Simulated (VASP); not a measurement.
A run of VASP 6.6.1:

Contents of POSCAR:

```
MoS2
1.0
    3.1841260000      0.0000000000      0.0000000000
   -1.5920630000      2.7575340000      0.0000000000
    0.0000000000      0.0000000000     17.3346000000
Mo S
1 2
Direct
    0.0000000000      0.0000000000      0.0000000000
    0.3333333333      0.6666666667      0.0894930000
    0.3333333333      0.6666666667      0.9105070000
```

File INCAR.step1:

```
PREC = Accurate
ENCUT = 520
ISMEAR = -1
SIGMA = 0.1
LREAL = F
LASPH = T
NELM = 60
NBANDS = 20
GGA = PE
ALGO = Normal
EDIFF = 1E-4
LWAVE = T
LCHARG = F
```

INCAR.step2

```
PREC = Accurate
ENCUT = 520
EDIFF = 1E-6
ISMEAR = -1
SIGMA = 0.1
LREAL = F
LASPH = T
NELM = 60
ALGO = Normal
ISIF = 2
LWAVE = F
LCHARG = F
METAGGA = R2SCAN
LMIXTAU = T
NBANDS = 20
ISTART = 1
```

File KPOINTS:

```
Automatic mesh
0
Gamma
  3 3 1
```

Potentials or basis: VASP PAW PBE potentials, release 64 (Mo_sv, S).

The run is started by

```bash
$ cat potpaw_PBE.64/Mo_sv/POTCAR potpaw_PBE.64/S/POTCAR > POTCAR
$ cp INCAR.step1 INCAR
$ mpirun -np 1 vasp_std > vasp.out
$ cp INCAR.step2 INCAR
$ mpirun -np 1 vasp_std > vasp.out
```

Hardware: 1 thread of Intel(R) Xeon(R) Platinum 8259CL CPU @ 2.50GHz (Skylake/Cascade Lake), with other jobs on the host.

Task: How long does it take, and how much memory?

Result: It took 89 s on 1 thread of Intel(R) Xeon(R) Platinum 8259CL CPU @ 2.50GHz (Skylake/Cascade Lake) (shared host), peak memory 0.28 GiB. Counts: k points 3.
